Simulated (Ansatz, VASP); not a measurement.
**Si8O: VASP beside Ansatz**

```
CELL_PARAMETERS angstrom
3.81552 0.00000 0.00000
0.00000 6.31294 0.00000
0.00000 0.00000 21.33187
ATOMIC_POSITIONS crystal
Si 0.00000 0.93690 0.18751
Si 0.00000 0.56310 0.18751
Si 0.50000 0.43690 0.23915
Si 0.50000 0.06310 0.23915
Si 0.50000 0.93327 0.34304
Si 0.50000 0.56673 0.34304
Si 0.00000 0.42663 0.38590
Si 0.00000 0.07337 0.38590
O 0.50000 0.59330 0.50309
```

Alike in both runs: task single point; functional PBE; dispersion D3(BJ); k mesh 7 × 4 × 1; occupations gaussian, width 0.05 eV; collinear spin.

|  | VASP | Ansatz |
| --- | --- | --- |
| version | VASP 6.6.1 | Ansatz 0.2.0 |
| potentials or method | VASP PAW PBE potentials, release 64 (Si, O), cutoff 520 eV | scalar-relativistic, plane waves, PAW |
| valence electrons in the cell | 38 | 38 |

|  | VASP | Ansatz | Ansatz less VASP |
| --- | --- | --- | --- |
| gap on the k mesh at the Fermi level (eV) | none | none | - |
| rms of the force components (eV/Å) | 0.364 | 0.365 | +0.0006 |
| net moment per atom (μB) | 0.17 | 0.17 | 0.000 |
| size of the moment on the site where the two differ most (μB) | 1.29 | 1.62 | +0.337 |

Site moments also hang on the region over which each program counts them. Atom by atom the forces differ by 0.002 eV/Å (rms over components). A gap of «none» marks a metal or a gap that the smearing closes.
